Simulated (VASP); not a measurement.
Write the native input for VASP 6.6.1 that does the following.

```
Task                   : single point
Functional             : PBE
Potentials or basis    : VASP PAW PBE potentials, release 64 (C, Ti_sv, N)
Cutoff                 : 520 eV
k mesh                 : 1 × 1 × 1, shifted
Occupations            : fermi-dirac, width 0.3447 eV
Spin                   : no spin polarisation
Dipole correction      : no
Further INCAR settings : LREAL = Auto; ALGO = Normal; EDIFF = 1e-06; NBANDS = 92; ISYM = 0
```

The structure of Ti7C8N7 lies in POSCAR:

```
Ti7C8N7
1.0
    6.0763510000      0.0252470000     -0.0498070000
    0.0252470000      5.7832080000     -0.0553630000
   -0.0498070000     -0.0553630000      6.0055170000
C Ti N
8 7 7
Direct
    0.7226857269      0.2439002338      0.6750434403
    0.4500426794      0.1484869458      0.3844466610
    0.7175665538      0.6251722911      0.8957570599
   -0.1313840982     -0.1733736851     -0.0741675255
    0.2124223072      0.2447283379      0.9371404681
    0.1936592189      0.4377823279      0.4131563574
    0.2198053913      0.2104262263      0.3358030082
    0.8339005240      0.0970824383      0.3428900224
    0.8865198278      0.5181249168      0.2372907849
    0.1147636347      0.6301070556      0.7615483645
    0.4737273323      0.9058218683      0.9740163842
    0.6528829987      0.7977717784      0.5185135905
    0.0717924072      1.1477463410      0.6350516442
    0.5367449643      0.3831133018      0.0984251578
    0.1716075883      0.8578151880      0.3558375543
    0.5599023985      0.2588176774      0.5389577586
    0.3274335942     -0.1362779841      0.6940156405
    0.2489474726      0.6287071978      1.1122170570
    0.8720069544     -0.1098852889      0.1479522031
    0.6956398980      0.1401660520      0.8917012057
   -0.1790509488      0.5820972068      0.6626939291
    0.1257267864      0.1288785444      0.1221691949
```

These files were run (other wordings do the same):

INCAR

```
ALGO = Normal
EDIFF = 1E-6
ENCUT = 520
GGA = PE
ISIF = 2
ISMEAR = -1
ISYM = 0
LASPH = True
LCHARG = True
LELF = True
LREAL = Auto
LVHAR = True
LWAVE = False
NBANDS = 92
NELM = 80
PREC = Accurate
SIGMA = 0.3447
```

KPOINTS

```
Automatic mesh
0
Gamma
  1 1 1
  0.25 0.25 0.25
```

Potentials or basis: VASP PAW PBE potentials, release 64 (C, Ti_sv, N).

Run with:

```bash
$ cat potpaw_PBE.64/C/POTCAR potpaw_PBE.64/Ti_sv/POTCAR potpaw_PBE.64/N/POTCAR > POTCAR
$ mpirun -np 1 vasp_std > vasp.out
```

It gave:

```
Pressure               : 7.6 GPa
Largest force          : 5.778 eV/Å
Band gap on the k mesh : zero (an odd number of electrons rules out a gap without spin polarisation)
```

Caveat: the k points lie up to 1.09 Å⁻¹ apart, too coarse for converged energies and pressures of a metal; the atoms stand as in a frame of molecular dynamics; so wide a smearing shifts energies and pressures; an odd number of electrons without spin polarisation forces a metal; a magnetic or distorted state may lie lower.

Run time: 2.5 min on 1 thread of Intel Xeon 8259CL (shared host), peak memory 0.32 GiB.
